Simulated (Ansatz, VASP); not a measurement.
## Si3Se2: VASP beside Ansatz

```
CELL_PARAMETERS angstrom
3.74692 0.00000 0.00000
0.00000 3.74692 0.00000
0.00000 0.00000 9.88324
ATOMIC_POSITIONS crystal
Si 0.00000 0.50000 0.14025
Si 0.50000 0.00000 0.85975
Si 0.00000 0.00000 0.00000
Se 0.50000 0.50000 0.28581
Se 0.50000 0.50000 0.71419
```

Alike in both runs: functional PBE; k mesh 8 × 8 × 4; occupations gaussian, width 0.1 eV; no spin polarisation.

Ansatz relaxed the structure, and its values are those at the end. VASP's run is a single point on that final structure, the one shown.

|  | VASP | Ansatz |
| --- | --- | --- |
| version | VASP 6.6.1 | Ansatz 0.2.0 |
| potentials or method | VASP PAW PBE potentials, release 64 (Si, Se), cutoff 520 eV | scalar-relativistic, plane waves, PAW |
| valence electrons in the cell | 24 | 44 |

```tsv
	VASP	Ansatz	Ansatz less VASP
gap on the k mesh at the Fermi level (eV)	none	none	-
pressure (GPa)	0.0	0.0	-0.02
rms of the force components (eV/Å)	0.010	0.000	-0.0099
```

A gap of «none» marks a metal or a gap that the smearing closes. With one functional, cell and mesh, what is left measures potentials, basis and numerics. VASP's potentials hold 24 valence electrons a cell and Ansatz's 44, so a difference there can come from the potentials and not from the codes.
